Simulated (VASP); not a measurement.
Here is a VASP 6.6.1 calculation.

The input INCAR:

```
PREC = Accurate
ENCUT = 520
EDIFF = 1E-6
ISMEAR = 0
SIGMA = 0.1
LREAL = F
LASPH = T
NELM = 100
ALGO = Normal
ISIF = 2
LWAVE = F
LCHARG = F
GGA = PE
NBANDS = 44
```

The input KPOINTS:

```
Automatic mesh
0
Gamma
  4 4 4
```

The input POSCAR:

```
Pt
1.0
    5.4400000000      0.0000000000      0.0000000000
    0.0000000000      5.4400000000      0.0000000000
    0.0000000000      0.0000000000      5.4400000000
Pt
7
Direct
    0.5000000000      0.5000000000      0.0000000000
    0.0000000000      0.5000000000      0.5000000000
    0.5000000000      0.0000000000      0.5000000000
    0.5000000000      0.5000000000      0.5000000000
    0.5000000000      0.0000000000      0.0000000000
    0.0000000000      0.5000000000      0.0000000000
    0.0000000000      0.0000000000      0.5000000000
```

Potentials or basis: VASP PAW PBE potentials, release 64 (Pt).

Command:

```bash
$ cat potpaw_PBE.64/Pt/POTCAR > POTCAR
$ mpirun -np 1 vasp_std > vasp.out
```

Task: Estimate the band gap on the k mesh.

Result: Zero (bands 35 and 36 overlap by 1.43 eV).

Task: Estimate the pressure.

Result: -15.3 GPa.

Caveat: the cell stands under tension; spin-orbit coupling is left out, which moves the levels of the heavy elements.
